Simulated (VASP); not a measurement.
Ir: single point with LDA

Crystal: Ir.

```
Ir
1.0
     2.64210    0.00000    0.00000
    -1.32105    2.28813    0.00000
     0.00000    0.00000    4.31310
Ir
2
Direct
  0.66667 0.33333 0.75000
  0.33333 0.66667 0.25000
```

This isn't the form of Ir at room conditions, which is fcc.

| Property | Result |
| --- | --- |
| Program | VASP 6.6.1 |
| Task | single point |
| Functional | LDA |
| Potentials or basis | VASP PAW LDA potentials, release 64 (Ir) |
| Cutoff | 520 eV |
| k mesh | 18 × 18 × 10 |
| Occupations | gaussian, width 0.15 eV |
| Spin | no spin polarisation |
| Dipole correction | no |
| Further INCAR settings | ALGO = Normal; EDIFF = 1e-07; NBANDS = 16 |

```
Pressure               : 33.7 GPa
Band gap on the k mesh : zero (bands 9 and 10 overlap by 3.88 eV)
```

Stress tensor (GPa, compression positive):
```
34.69  0.00  0.00
 0.00 34.69  0.00
 0.00  0.00 31.69
```

Levels at points of the mesh, in eV from the Fermi level:
```tsv
k point	band 6	band 7	band 8	band 9	band 10	band 11	band 12	band 13
(0.00, 0.00, 0.00)	-3.66	-3.66	-2.66	-2.66	-1.06	0.31	0.31	7.80
(0.50, 0.00, 0.00)	-3.81	-3.44	0.90	1.12	1.37	3.35	4.93	8.81
(0.00, 0.00, 0.50)	-4.52	-4.52	-4.52	-0.53	-0.53	-0.53	-0.53	13.64
(0.50, 0.00, 0.50)	-2.43	-1.13	-1.13	1.17	1.17	2.22	2.22	8.53
```

It took 46 s on 1 thread of Intel(R) Xeon(R) Platinum 8488C (Sapphire Rapids), with other jobs on the host, peak memory 0.19 GiB.

Caveat: the cell stands under pressure; spin-orbit coupling is left out, which moves the levels of the heavy elements.
